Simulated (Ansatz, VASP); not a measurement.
# Two plane-wave programs on BaO

```
CELL_PARAMETERS angstrom
0.00000 2.77194 2.77194
2.77194 0.00000 2.77194
2.77194 2.77194 0.00000
ATOMIC_POSITIONS crystal
Ba 0.00000 0.00000 0.00000
O 0.50000 0.50000 0.50000
```

Alike in both runs: task single point; functional r2SCAN; k mesh 8 × 8 × 8; no spin polarisation.

```csv
,VASP,Ansatz
version,VASP 6.6.1,Ansatz 0.2.0
potentials or method,"VASP PAW PBE potentials, release 64 (Ba_sv, O)","plane waves, PAW"
plane-wave cutoff (eV),660,500
occupations,"gaussian, width 0.01 eV",fixed
valence electrons in the cell,16,16
```

```tsv
	VASP	Ansatz	Ansatz less VASP
gap on the k mesh at the Fermi level (eV)	2.32	2.38	+0.059
```

VASP's potentials were made for PBE, not for r2SCAN.

Neither program's run includes spin-orbit coupling.
